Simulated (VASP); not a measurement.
**InGa2P3: single point with LDA**

Crystal: InGa2P3.

```xyz
6
Lattice="-1.9943 1.9943 8.5346 1.9943 -1.9943 8.5346 1.9943 1.9943 -8.5346" Properties=species:S:1:pos:R:3 pbc="T T T"
In    0.0000    0.0000    0.0000
Ga    0.0000    0.0000   11.4512
Ga    0.0000    0.0000    5.6180
P     0.0000    1.9943    6.9542
P     1.9943    0.0000    4.2673
P     0.0000    1.9943    1.5804
```

| Item | Value |
| --- | --- |
| Program | VASP 6.6.1 |
| Task | single point |
| Functional | LDA |
| Potentials or basis | VASP PAW LDA potentials, release 64 (In_d, Ga_d, P) |
| Cutoff | 520 eV |
| k mesh | 10 × 10 × 10 |
| Occupations | gaussian, width 0.02 eV |
| Spin | no spin polarisation |

```yaml
Pressure: -4.5 GPa
Largest_force: 0.028 eV/Å
Band_gap_on_the_k_mesh: 0.80 eV
```

Forces in eV/Å, atoms in the order of the input:
```
In   0.000  0.000  0.000
Ga   0.000  0.000  0.001
Ga   0.000  0.000 -0.001
P    0.000  0.000  0.028
P    0.000  0.000  0.000
P    0.000  0.000 -0.028
```

Stress tensor (GPa, compression positive):
```
-4.50  0.00  0.00
 0.00 -4.50  0.00
 0.00  0.00 -4.61
```

Levels at points of the mesh, in eV from the valence-band top:
```tsv
k point	band 25	band 26	band 27	band 28	band 29	band 30
(0.00, 0.00, 0.00)	-0.14	0.00	0.00	0.80	1.61	1.67
(0.50, 0.00, 0.00)	-1.33	-1.10	-0.66	1.20	2.30	2.85
(0.50, 0.50, 0.00)	-3.04	-2.51	-2.49	1.53	1.78	3.13
(0.50, 0.50, 0.50)	-1.14	-0.69	-0.69	1.47	1.65	2.58
```

Run time: 28 min on 1 thread of Intel(R) Xeon(R) Platinum 8259CL CPU @ 2.50GHz (Skylake/Cascade Lake), with other jobs on the host, peak memory 0.83 GiB.

Caveat: the cell stands under tension; semilocal functionals underestimate gaps, and a narrow one can read as zero; spin-orbit coupling is left out, which moves the levels of the heavy elements. A k mesh can miss the band edges.
